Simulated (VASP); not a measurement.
Wanted: the native input for a VASP 6.6.1 run.

- Task: single point
- Functional: LDA
- Potentials or basis: VASP PAW LDA potentials, release 64 (Pt_sv_GW, S)
- Cutoff: 570 eV
- k mesh: 6 × 6 × 2
- Occupations: gaussian, width 0.05 eV
- Spin: collinear spin, zero start
- Starting moments: [0.0, 0.0, 0.0, 0.0, 0.0, 0.0] μB
- Hubbard terms: Pt d U = 5.0 eV, J = 0.9 eV
- Dipole correction: no
- LDAUTYPE: 1
- Hund's J: 0.9
- Further INCAR settings: ALGO = Normal; EDIFF = 1e-06; NBANDS = 43

The structure of PtS2 lies in POSCAR:

```
PtS2
1.0
    3.5431995400      0.0000000000      0.0000000000
   -1.7715997700      3.0685008100      0.0000000000
    0.0000000000      0.0000000000     10.0776001800
Pt S
2 4
Direct
    0.0000000000      0.0000000000      0.0000000000
    0.0000000000      0.0000000000      0.5000000000
    0.3333333333      0.6666666667      0.1250000000
    0.6666666667      0.3333333333      0.3750000000
    0.3333333333      0.6666666667      0.6250000000
    0.6666666667      0.3333333333      0.8750000000
```

One way to write it, as run:

INCAR

```
PREC = Accurate ; ENCUT = 570
EDIFF = 1E-6 ; ISMEAR = 0
SIGMA = 0.05 ; LREAL = False
LASPH = True ; NELM = 200
ALGO = Normal ; ISIF = 2
LWAVE = False ; LCHARG = False
ISPIN = 2 ; MAGMOM = 0 0 0 0 0 0
LORBIT = 11 ; LMAXMIX = 4
LDAU = True ; LDAUTYPE = 1
LDAUL = 2 -1 ; LDAUU = 5 0
LDAUJ = 0.9 0 ; LDAUPRINT = 1
GGA = CA ; NBANDS = 43
GGA_COMPAT = False
```

KPOINTS

```
Automatic mesh
0
Gamma
  6 6 2
```

Potentials or basis: VASP PAW LDA potentials, release 64 (Pt_sv_GW, S).

Run with:

```bash
$ cat potpaw_LDA.64/Pt_sv_GW/POTCAR potpaw_LDA.64/S/POTCAR > POTCAR
$ mpirun -np 1 vasp_std > vasp.out
```

Results of the run:

The pressure is -6.7 GPa. The largest force is 0.671 eV/Å and the band gap on the k mesh is 0.38 eV. The net moment is 0.00 μB per cell. The valence electrons inside the program's atomic spheres are Pt 18.68; S 3.61.

Caveat: the cell stands under tension; spin-orbit coupling is left out, which moves the levels of the heavy elements.

Run time: 2.4 min on 1 thread of Intel(R) Xeon(R) Platinum 8259CL CPU @ 2.50GHz (Skylake/Cascade Lake) (shared host), peak memory 0.28 GiB.
